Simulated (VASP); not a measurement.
Write the native input for VASP 6.6.1 that does the following.

| Quantity | Value |
| --- | --- |
| Task | single point |
| Functional | PBE |
| Potentials or basis | VASP PAW PBE potentials, release 64 (Sc_sv, F) |
| Cutoff | 520 eV |
| k mesh | 3 × 2 × 3 |
| Occupations | gaussian, width 0.05 eV |
| Spin | no spin polarisation |
| Dipole correction | no |
| Further INCAR settings | ALGO = Normal; EDIFF = 1e-06; NBANDS = 82 |

The structure of Sc12F (a cell with a defect) lies in POSCAR:

```
Sc12F
1.0
    6.6200000000      0.0000000000      0.0000000000
   -4.9650000000      8.5996320000      0.0000000000
    0.0000000000      0.0000000000      5.2761400000
Sc F
12 1
Direct
   -0.0054932334     -0.0003247811     -0.0045867004
    0.1629793871      0.2240370268      0.5022337779
    0.0005191606      0.3349798924      0.0005622130
    0.1654413980      0.5556451181      0.5016684374
   -0.0014475220      0.6665387325      0.0000039223
    0.1639917058      0.8860824282      0.5036418647
    0.5036540704     -0.0002268811     -0.0041584820
    0.6719848888      0.2239957616      0.5026856617
    0.5025628354      0.3375598657     -0.0056514992
    0.6680195859      0.5571893230      0.4980987477
    0.5008778503      0.6679397999     -0.0035073149
    0.6658777969      0.8886941451      0.4974069368
    0.3331633561      0.1119878788      0.2487913450
```

One way to write it, as run:

INCAR

```
SYSTEM = Sc12F
  PREC = Accurate
  ENCUT = 520
  EDIFF = 1E-6
  ISMEAR = 0
  SIGMA = 0.05
  LREAL = .FALSE.
  LASPH = .TRUE.
  NELM = 60
  ALGO = Normal
  ISIF = 2
  LWAVE = .FALSE.
  LCHARG = .TRUE.
  GGA = PE
  LELF = .TRUE.
  LVHAR = .TRUE.
  NBANDS = 82
```

KPOINTS

```
Automatic mesh
0
G
  3 2 3
  0 0 0
```

Potentials or basis: VASP PAW PBE potentials, release 64 (Sc_sv, F).

Command:

```console
$ cat potpaw_PBE.64/Sc_sv/POTCAR potpaw_PBE.64/F/POTCAR > POTCAR
$ mpirun -np 1 vasp_std > vasp.out
```

Results of the run:

```yaml
Pressure: -0.3 GPa
Largest_force: 0.028 eV/Å
Band_gap_on_the_k_mesh: zero (an odd number of electrons rules out a gap without spin polarisation)
```

Caveat: the k points lie up to 0.40 Å⁻¹ apart, too coarse for converged energies and pressures of a metal; an odd number of electrons without spin polarisation forces a metal; a magnetic or distorted state may lie lower.

It took 3.9 min on 1 thread of Intel(R) Xeon(R) 6975P-C (Granite Rapids), with other jobs on the host, peak memory 0.48 GiB.
